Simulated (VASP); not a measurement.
Here is a VASP 6.6.1 calculation.

INCAR

```
SYSTEM = ScSiRh3
  ALGO = Normal
  EDIFF = 1E-6
  ENCUT = 520
  GGA = PE
  ISIF = 2
  ISMEAR = -1
  LASPH = .TRUE.
  LCHARG = .FALSE.
  LREAL = .FALSE.
  LWAVE = .FALSE.
  NBANDS = 38
  NELM = 80
  PREC = Accurate
  SIGMA = 0.05
```

The input KPOINTS:

```
k-points
0
G
  5 5 5
  0 0 0
```

POSCAR

```
ScSiRh3
1.0
    4.3839637721      0.0000000000      0.0000000000
    0.0000000000      4.3839637721      0.0000000000
    0.0000000000      0.0000000000      4.3839637721
Sc Si Rh
1 1 3
Direct
    0.0000000000      0.0000000000      0.0000000000
    0.5000000000      0.5000000000      0.5000000000
    0.5000000000      0.5000000000      0.0000000000
    0.0000000000      0.5000000000      0.5000000000
    0.5000000000      0.0000000000      0.5000000000
```

Potentials or basis: VASP PAW PBE potentials, release 64 (Sc_sv, Si, Rh_pv).

Launch:

```console
$ cat potpaw_PBE.64/Sc_sv/POTCAR potpaw_PBE.64/Si/POTCAR potpaw_PBE.64/Rh_pv/POTCAR > POTCAR
$ mpirun -np 1 vasp_std > vasp.out
```

(1) What does it give for the pressure?

(2) Estimate the band gap on the k mesh.

Answers

(1) 1.7 GPa.

(2) zero (bands 30 and 31 overlap by 0.13 eV).
